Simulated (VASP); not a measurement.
# AlB2Sb3 (P-6m2) in VASP: a series of runs

Runs on AlB2Sb3. Level: PBE. Tasks: single point, relaxation of cell and atoms.

Everything below comes from runs of VASP 6.6.1. Logs are shortened: lines on timing, memory, paths and dates and some standing lists are left out, and cuts for length are marked.

### Step 1. The cell of the first run

The structure is hexagonal, space group P-6m2 (No. 187). The conventional cell has a = 4.942 Å, b = 4.942 Å, c = 6.138 Å, α = 90.00°, β = 90.00°, γ = 120.00°. Within 3.8 Å of Al (site symmetry -6m2) lie 5 Sb at 2.85 to 3.07 Å and 6 B at 2.97 Å. Within 2.2 Å of B (site symmetry 3m) lie 1 B at 1.62 Å. Within 3.8 Å of Sb (site symmetry -6m2) lie 3 Sb at 2.85 Å and 2 Al at 3.07 Å and 6 B at 3.64 Å. Sb (site symmetry -6m2) has 3 Al at 2.85 Å and 6 B at 2.97 Å and 2 Sb at 3.07 Å within 3.8 Å. Within 3.8 Å of Sb (site symmetry -6m2) lie 5 Sb at 2.85 to 3.07 Å and 6 B at 3.64 Å.

The cell was built from a structure type or drawn by symmetry, and may not be a known phase.

### Step 2. Single point, PBE

Input file INCAR:

```
PREC = Accurate
ENCUT = 520
EDIFF = 1E-6
ISMEAR = 0
SIGMA = 0.1
LREAL = F
LASPH = T
NELM = 80
ALGO = Normal
ISIF = 2
LWAVE = F
LCHARG = T
GGA = PE
LELF = T
LVHAR = T
NBANDS = 21
```

Input file KPOINTS:

```
Automatic mesh
0
Gamma
  6 6 2
```

Input file POSCAR:

```
AlB2Sb3
1.0
    4.9419787996      0.0000000000      0.0000000000
   -2.4709893998      4.2798791854      0.0000000000
    0.0000000000      0.0000000000      6.1383766547
Al B Sb
1 2 3
Direct
    0.0000000000      0.0000000000      0.0000000000
    0.6666666667      0.3333333333      0.1320062419
    0.6666666667      0.3333333333      0.8679937581
    0.0000000000      0.0000000000      0.5000000000
    0.3333333333      0.6666666667      0.0000000000
    0.3333333333      0.6666666667      0.5000000000
```

Potentials or basis: VASP PAW PBE potentials, release 64 (Al, B, Sb).

Launch:

```sh
> cat potpaw_PBE.64/Al/POTCAR potpaw_PBE.64/B/POTCAR potpaw_PBE.64/Sb/POTCAR > POTCAR
> mpirun -np 1 vasp_std > vasp.out
```

OUTCAR:

```text
PREC = Accurate
   ENCUT = 520
   EDIFF = 1E-6
   ISMEAR = 0
   LREAL = F
   LASPH = T
   NELM = 80
   ISIF = 2
   GGA = PE

 ion  position               nearest neighbor table
   1  0.000  0.000  0.000-   5 2.85   5 2.85   5 2.85   4 3.07   4 3.07
   2  0.667  0.333  0.132-   3 1.62   5 2.97   5 2.97   5 2.97
   3  0.667  0.333  0.868-   2 1.62   5 2.97   5 2.97   5 2.97
   4  0.000  0.000  0.500-   6 2.85   6 2.85   6 2.85   1 3.07   1 3.07
   5  0.333  0.667  0.000-   1 2.85   1 2.85   1 2.85   2 2.97   3 2.97   2 2.97   3 2.97   3 2.97
                             2 2.97   6 3.07   6 3.07
   6  0.333  0.667  0.500-   4 2.85   4 2.85   4 2.85   5 3.07   5 3.07

  LATTYP: Found a hexagonal cell.
 ALAT       =     4.9419787996
 C/A-ratio  =     1.2420888279

  Lattice vectors:

 A1 = (   4.9419787996,   0.0000000000,   0.0000000000)
 A2 = (  -2.4709893998,   4.2798791854,   0.0000000000)
 A3 = (   0.0000000000,   0.0000000000,   6.1383766547)

Analysis of symmetry for initial positions (statically):
=====================================================================
 Subroutine PRICEL returns:
 Original cell was already a primitive cell.

 Routine SETGRP: Setting up the symmetry group for a
 hexagonal supercell.

 Subroutine GETGRP returns: Found 12 space group operations
 (whereof 12 operations were pure point group operations)
 out of a pool of 24 trial point group operations.

The static configuration has the point symmetry D_3h.

Analysis of symmetry for dynamics (positions and initial velocities):
=====================================================================
 Subroutine PRICEL returns:
 Original cell was already a primitive cell.

 Routine SETGRP: Setting up the symmetry group for a
 hexagonal supercell.

 Subroutine GETGRP returns: Found 12 space group operations
 (whereof 12 operations were pure point group operations)
 out of a pool of 24 trial point group operations.

The dynamic configuration has the point symmetry D_3h.

 Subroutine INISYM returns: Found 12 space group operations
 (whereof 12 operations are pure point group operations),
 and found     1 'primitive' translations

----------------------------------------------------------------------------------------

                                     Primitive cell

  volume of cell :     129.8332

  direct lattice vectors                    reciprocal lattice vectors
     4.941978800  0.000000000  0.000000000     0.202348096  0.116825728  0.000000000
    -2.470989400  4.279879185  0.000000000     0.000000000  0.233651455  0.000000000
     0.000000000  0.000000000  6.138376655     0.000000000  0.000000000  0.162909521

  length of vectors
     4.941978800  4.941978800  6.138376655     0.233651455  0.233651455  0.162909521

  position of ions in fractional coordinates (direct lattice)
     0.000000000  0.000000000  0.000000000
     0.666666667  0.333333333  0.132006242
     0.666666667  0.333333333  0.867993758
     0.000000000  0.000000000  0.500000000
     0.333333333  0.666666667  0.000000000
     0.333333333  0.666666667  0.500000000

  ion indices of the primitive-cell ions
   primitive index   ion index
                 1           1
                 2           2
                 3           3
                 4           4
                 5           5
                 6           6

----------------------------------------------------------------------------------------

 KPOINTS: Automatic mesh

Automatic generation of k-mesh.
 Grid dimensions read from file:
 generate k-points for:    6    6    2

 Generating k-lattice:

  Cartesian coordinates                     Fractional coordinates (reciprocal lattice)
     0.033724683  0.019470955  0.000000000     0.166666667 -0.000000000  0.000000000
     0.000000000  0.038941909  0.000000000     0.000000000  0.166666667  0.000000000
     0.000000000  0.000000000  0.081454760     0.000000000  0.000000000  0.500000000

  Length of vectors
     0.038941909  0.038941909  0.081454760

  Shift w.r.t. Gamma in fractional coordinates (k-lattice)
     0.000000000  0.000000000  0.000000000

 Subroutine IBZKPT returns following result:
 ===========================================

 Found     14 irreducible k-points:

 Following reciprocal coordinates:
            Coordinates               Weight
  0.000000  0.000000  0.000000      1.000000
  0.166667  0.000000  0.000000      6.000000
  0.333333  0.000000  0.000000      6.000000
  0.500000 -0.000000  0.000000      3.000000
  0.166667  0.166667  0.000000      6.000000
  0.333333  0.166667  0.000000     12.000000
  0.333333  0.333333  0.000000      2.000000
  0.000000  0.000000  0.500000      1.000000
  0.166667  0.000000  0.500000      6.000000
  0.333333  0.000000  0.500000      6.000000
  0.500000 -0.000000  0.500000      3.000000
  0.166667  0.166667  0.500000      6.000000
  0.333333  0.166667  0.500000     12.000000
  0.333333  0.333333  0.500000      2.000000
   k-points           NKPTS =     14   k-points in BZ     NKDIM =     14   number of bands    NBANDS=     21
   number of dos      NEDOS =    301   number of ions     NIONS =      6
   total plane-waves  NPLWV =  76800
   dimension x,y,z NGX =    40 NGY =   40 NGZ =   48
   dimension x,y,z NGXF=    80 NGYF=   80 NGZF=   96
   ions per type =               1   2   3
   NGX,Y,Z   is equivalent  to a cutoff of  13.46, 13.46, 13.00 a.u.
   NGXF,Y,Z  is equivalent  to a cutoff of  26.91, 26.91, 26.00 a.u.
 SYSTEM =  unknown system
   PREC   = accura    normal or accurate (medium, high low for compatibility)
   ISTART =      0    job   : 0-new  1-cont  2-samecut
   ICHARG =      2    charge: 1-file 2-atom 10-const
   ISPIN  =      1    spin polarized calculation?
   LNONCOLLINEAR =      F non collinear calculations
   LSORBIT =      F    spin-orbit coupling
   LASPH  =      T    aspherical Exc in radial PAW
   ENCUT  =  520.0 eV  38.22 Ry    6.18 a.u.   9.19  9.19 11.41*2*pi/ulx,y,z
   NELM   =     80;   NELMIN=  2; NELMDL= -5     # of ELM steps
   EDIFF  = 0.1E-05   stopping-criterion for ELM
   LREAL  =      F    real-space projection
   EDIFFG = 0.1E-04   stopping-criterion for IOM
   NSW    =      0    number of steps for IOM
   IBRION =     -1    ionic relax: 0-MD 1-quasi-New 2-CG
   NFREE  =      0    steps in history (QN), initial steepest desc. (CG)
   ISIF   =      2    stress and relaxation
   ISYM   =      2    0-nonsym 1-usesym 2-fastsym
   POTIM  = 0.5000    time-step for ionic-motion
   TEBEG  =    0.0;   TEEND  =   0.0 temperature during run
   PSTRESS=    0.0 pullay stress
   NELECT =      24.0000    total number of electrons
   NUPDOWN=      -1.0000    fix difference up-down
   EMIN   =  10.00;   EMAX   =-10.00  energy-range for DOS
   EFERMI =   0.00;   METHOD = LEGACY
   ISMEAR =     0;   SIGMA  =   0.10  broadening in eV -4-tet -1-fermi 0-gaus
   EFERMI_NEDOS =   21; number of points for ismear=-14 and -15
   IALGO  =     38    algorithm
   IMIX   =      4    mixing-type and parameters
     AMIX     =   0.40;   BMIX     =  1.00
     AMIX_MAG =   1.60;   BMIX_MAG =  1.00
  volume/ion in A,a.u.               =      21.64       146.03
  Fermi-wavevector in a.u.,A,eV,Ry     =   0.932574  1.762309 11.832907  0.869694
  Thomas-Fermi vector in A             =   2.059186
   LORBIT       =      0    0 simple, 1 ext, 2 COOP (PROOUT), +10 PAW based schemes
   GGA     = PE    functional components
   LHFCALC =     F    Hartree Fock is set to
   AEXX    =    0.0000 exact exchange contribution
   IVDW    =     0    specifies the selected vdW correction
   LEPSILON=     F    determine dielectric tensor
   LRPA    =     F    only Hartree local field effects (RPA)
 non-spin polarized calculation
 Gauss-broadening in eV      SIGMA  =   0.10
  energy-cutoff  :      520.00
  volume of cell :      129.83
 maximum number of plane-waves:      3516
 NGX is ok and might be reduce to    40
   NGX = 19   NGY = 19   NGZ = 23

 number of electron      23.9999999 magnetization

 Free energy of the ion-electron system (eV)
  ---------------------------------------------------
  ext. energy  EPLUGINS =         0.00000000
  ---------------------------------------------------
  free energy    TOTEN  =       -23.02359318 eV

  energy without entropy =      -22.99789270  energy(sigma->0) =      -23.01074294

 E-fermi :   6.2257     XC(G=0):  -9.7837

 val. band max:        6.1552651340   @ k =   0.3333   0.1667   0.0000
 cond. band min:       6.2410520647   @ k =   0.3333   0.3333   0.5000
 fundamental gap:      0.0857869307
 Fermi energy:         6.2257044285

 k-point     1 :       0.0000    0.0000    0.0000
  band No.  band energies     occupation
      1      -6.0667      2.00000
      2      -3.8080      2.00000
      3      -0.2751      2.00000
      4       0.3974      2.00000
      5       0.8531      2.00000
      6       2.8091      2.00000
[... 13 lines left out ...]
     20      10.3669      0.00000
     21      10.9054      0.00000

 k-point     2 :       0.1667    0.0000    0.0000
  band No.  band energies     occupation
      1      -5.8707      2.00000
      2      -3.6438      2.00000
      3      -1.0398      2.00000
      4       0.0953      2.00000
      5       0.6045      2.00000
      6       2.2071      2.00000
[... 13 lines left out ...]
     20      10.6461      0.00000
     21      11.5813      0.00000

 k-point     3 :       0.3333    0.0000    0.0000
  band No.  band energies     occupation
      1      -5.3173      2.00000
      2      -3.2994      2.00000
      3      -2.2636      2.00000
      4      -1.0153      2.00000
      5       1.2018      2.00000
      6       1.6147      2.00000
[... 13 lines left out ...]
     20      11.4322      0.00000
     21      11.8586      0.00000
[... 217 lines left out ...]
 k-point    13 :       0.3333    0.1667    0.5000
  band No.  band energies     occupation
      1      -4.2038      2.00000
      2      -3.8264      2.00000
      3      -2.6846      2.00000
      4      -2.3165      2.00000
      5       0.2171      2.00000
      6       1.4957      2.00000
[... 13 lines left out ...]
     20      11.4394      0.00000
     21      11.6610      0.00000

 k-point    14 :       0.3333    0.3333    0.5000
  band No.  band energies     occupation
      1      -3.5692      2.00000
      2      -3.4505      2.00000
      3      -3.4102      2.00000
      4      -2.6436      2.00000
      5      -0.3846      2.00000
      6       1.0338      2.00000
[... 13 lines left out ...]
     20      11.7199      0.00000
     21      11.9494      0.00000

------------------------ aborting loop because EDIFF is reached ----------------------------------------

  FORCE on cell =-STRESS in cart. coord.  units (eV):
  Direction    XX          YY          ZZ          XY          YZ          ZX
  --------------------------------------------------------------------------------------
  -------------------------------------------------------------------------------------
  Total        0.0659007      0.0659007      0.0490599      0.0000000      0.0000000      0.0000000
  in kB        0.8132329      0.8132329      0.6054118      0.0000000      0.0000000      0.0000000
  external PRESSURE =       0.7439592 kB  Pullay stress =       0.0000000 kB

 VOLUME and BASIS-vectors are now :
 -----------------------------------------------------------------------------
  energy-cutoff  :      520.00
  volume of cell :      129.83
      direct lattice vectors                 reciprocal lattice vectors
     4.941978800  0.000000000  0.000000000     0.202348096  0.116825728  0.000000000
    -2.470989400  4.279879185  0.000000000     0.000000000  0.233651455  0.000000000
     0.000000000  0.000000000  6.138376655     0.000000000  0.000000000  0.162909521

 POSITION                                       TOTAL-FORCE (eV/Angst)
 -----------------------------------------------------------------------------------
      0.00000      0.00000      0.00000        -0.000000     -0.000000      0.000000
      2.47099      1.42663      0.81030         0.000000      0.000000      0.031125
      2.47099      1.42663      5.32807         0.000000     -0.000000     -0.031125
      0.00000      0.00000      3.06919         0.000000     -0.000000      0.000000
     -0.00000      2.85325      0.00000        -0.000000     -0.000000      0.000000
     -0.00000      2.85325      3.06919        -0.000000     -0.000000      0.000000
 -----------------------------------------------------------------------------------
    total drift:                               -0.000000      0.000000      0.000000

  FREE ENERGIE OF THE ION-ELECTRON SYSTEM (eV)
  ---------------------------------------------------
  free  energy   TOTEN  =       -23.0235931847 eV

  energy  without entropy=      -22.9978927046  energy(sigma->0) =      -23.01074294
```

It took 41 s on 1 thread of Intel Xeon 8259CL, shared host; peak memory 0.26 GiB.

Results:

| Property | Result |
| --- | --- |
| Free energy | -23.0236 eV |
| Pressure | 0.1 GPa |
| Largest force | 0.031 eV/Å |
| Band gap on the k mesh | zero (bands 12 and 13 overlap by 2.54 eV) |

Forces in eV/Å, atoms in the order of the input:
```
Al   0.000  0.000  0.000
B    0.000  0.000  0.031
B    0.000  0.000 -0.031
Sb   0.000  0.000  0.000
Sb   0.000  0.000  0.000
Sb   0.000  0.000  0.000
```

Caveat: the k points lie up to 0.51 Å⁻¹ apart, too coarse for converged energies and pressures of a metal; spin-orbit coupling is left out, which moves the levels of the heavy elements.

### Step 3. Relaxation of cell and atoms, PBE

This run uses another cell than the first one, of 19.35 Å³/atom.

Input file INCAR:

```
PREC = Accurate ; ENCUT = 600
EDIFF = 1E-6 ; ISMEAR = 0
SIGMA = 0.1 ; LREAL = F
LASPH = T ; NELM = 80
ALGO = Normal ; ISIF = 3
LWAVE = F ; LCHARG = F
GGA = PE ; IBRION = 2
NSW = 90 ; EDIFFG = -0.04
```

Input file KPOINTS:

```
regular mesh
0
Gamma
  6 6 2
```

Input file POSCAR:

```
AlB2Sb3
1.0
    4.1549897800      0.0000000000      0.0000000000
   -2.0774948900      3.5983267000      0.0000000000
    0.0000000000      0.0000000000      7.7652723700
Al B Sb
1 2 3
Direct
    0.0000000000      0.0000000000      0.0000000000
    0.6666666700      0.3333333300      0.2480740000
    0.6666666700      0.3333333300      0.7519260000
    0.0000000000      0.0000000000      0.5000000000
    0.3333333300      0.6666666700      0.0000000000
    0.3333333300      0.6666666700      0.5000000000
```

Potentials or basis: VASP PAW PBE potentials, release 64 (Al, B, Sb).

Launch:

```sh
> cat potpaw_PBE.64/Al/POTCAR potpaw_PBE.64/B/POTCAR potpaw_PBE.64/Sb/POTCAR > POTCAR
> mpirun -np 1 vasp_std > vasp.out
```

It took 17 min on 1 thread of Intel Xeon 8259CL, shared host; peak memory 0.32 GiB.

Results (log left out):

| Quantity | Value |
| --- | --- |
| Free energy | -23.0228 eV |
| Relaxed volume | 21.64 Å³/atom |
| Relaxed cell | a = 4.944 Å, b = 4.944 Å, c = 6.132 Å, α = 90.00°, β = 90.00°, γ = 120.00° |
| Space group after relaxing (to 0.1 Å) | P-6m2 (No. 187) |
| Pressure after relaxing | 0.0 GPa |
| Largest force after relaxing | 0.020 eV/Å |
| Band gap on the k mesh | zero (bands 12 and 13 overlap by 2.53 eV) |

Forces on the atoms (eV/Å):
```
Al   0.000  0.000  0.000
B    0.000  0.000 -0.020
B    0.000  0.000  0.020
Sb   0.000  0.000  0.000
Sb   0.000  0.000  0.000
Sb   0.000  0.000  0.000
```

Final structure:
```
Al B Sb
1.0
     4.94428    0.00000    0.00000
    -2.47214    4.28187    0.00000
     0.00000    0.00000    6.13250
Al B Sb
1 2 3
Direct
  0.00000 0.00000 0.00000
  0.66667 0.33333 0.13236
  0.66667 0.33333 0.86764
  0.00000 0.00000 0.50000
  0.33333 0.66667 0.00000
  0.33333 0.66667 0.50000
```

Levels at points of the mesh, in eV from the Fermi level:
| k point | band 9 | band 10 | band 11 | band 12 | band 13 | band 14 | band 15 | band 16 |
| --- | --- | --- | --- | --- | --- | --- | --- | --- |
| (0.00, 0.00, 0.00) | -2.63 | -0.82 | -0.82 | -0.79 | -0.77 | -0.24 | 0.01 | 1.77 |
| (0.50, 0.00, 0.00) | -2.70 | -2.19 | -1.37 | 1.25 | 1.56 | 1.78 | 2.19 | 2.66 |
| (0.00, 0.00, 0.50) | -2.79 | -2.79 | -1.42 | -1.42 | -1.29 | 0.41 | 0.49 | 0.49 |
| (0.50, 0.00, 0.50) | -0.85 | -0.74 | -0.37 | 0.07 | 0.74 | 1.50 | 2.25 | 2.67 |

Caveat: the k points lie up to 0.51 Å⁻¹ apart in the final cell, too coarse for converged energies and pressures of a metal; a cell axis changed by over 15 % at a fixed basis, so the end point is rough; spin-orbit coupling is left out, which moves the levels of the heavy elements.
